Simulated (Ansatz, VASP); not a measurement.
**One calculation of KF, two programs**

```
K F
1.0
     3.25895    0.00000    0.00000
     0.00000    3.25895    0.00000
     0.00000    0.00000    3.25895
K F
1 1
Cartesian
  0.0000 0.0000 0.0000
  1.6295 1.6295 1.6295
```

Alike in both runs: task single point; functional PBE; k mesh 5 × 5 × 5; no spin polarisation.

|  | VASP | Ansatz |
| --- | --- | --- |
| version | VASP 6.6.1 | Ansatz 0.2.0 |
| potentials or method | VASP PAW PBE potentials, release 64 (K_sv, F), cutoff 520 eV | plane waves, PAW |
| occupations | gaussian, width 0.01 eV | fixed |
| valence electrons in the cell | 16 | 16 |

Ansatz gave:

```
gap on the k mesh at the Fermi level (eV) : 6.30
```

Q: Which values does VASP return?

A: gap on the k mesh at the Fermi level (eV): 6.29.
